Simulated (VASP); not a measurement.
Wanted: the native input for a VASP 6.6.1 run.

```
Task                   : single point
Functional             : PBE
Potentials or basis    : VASP PAW PBE potentials, release 64 (Ga_d, N)
Cutoff                 : 800 eV
k mesh                 : 10 × 10 × 4
Occupations            : gaussian, width 0.05 eV
Spin                   : no spin polarisation
Dipole correction      : no
Second try             : crashed
Further INCAR settings : ALGO = All; EDIFF = 1e-06; NBANDS = 36
```

The structure of GaN lies in POSCAR:

```
GaN
1.0
    2.2742384928     -2.2742384928      0.0000000000
    2.2742384928      0.0000000000     -2.2742384928
    4.7759008348      4.3210531362      4.5484769855
Ga N
3 3
Direct
    0.9208300000      0.0000000000      0.7917000000
    0.2874966667      0.3333333333      0.4583666667
    0.6541633333      0.6666666667      0.1250333333
    0.5791633333      0.6666666667      0.8750333333
    0.9458300000      0.0000000000      0.5417000000
    0.3124966667      0.3333333333      0.2083666667
```

This cell differs from its parent crystal: the part above a cut slid along it.

The input as run:

INCAR

```
ALGO = All
EDIFF = 1E-6
ENCUT = 800
GGA = PE
GGA_COMPAT = F
ISEARCH = 1
ISIF = 2
ISMEAR = 0
KPAR = 4
LASPH = T
LCHARG = F
LREAL = F
LWAVE = F
NBANDS = 36
NELM = 300
PREC = Accurate
SIGMA = 0.05
```

KPOINTS

```
k-points
0
Gamma
  10 10 4
```

Potentials or basis: VASP PAW PBE potentials, release 64 (Ga_d, N).

Command:

```bash
$ cat potpaw_PBE.64/Ga_d/POTCAR potpaw_PBE.64/N/POTCAR > POTCAR
$ mpirun -np 4 vasp_std > vasp.out
```

Results of the run:

```json
{
 "Pressure": "-0.1 GPa",
 "Largest force": "0.522 eV/Å",
 "Band gap on the k mesh": "1.39 eV"
}
```

Caveat: the cell differs from its parent crystal (the part above a cut slid along it).

Wall time 5.9 min on 4 MPI ranks on Intel(R) Xeon(R) Platinum 8375C CPU @ 2.90GHz (Ice Lake), on a shared host, peak memory 1.6 GiB a rank.
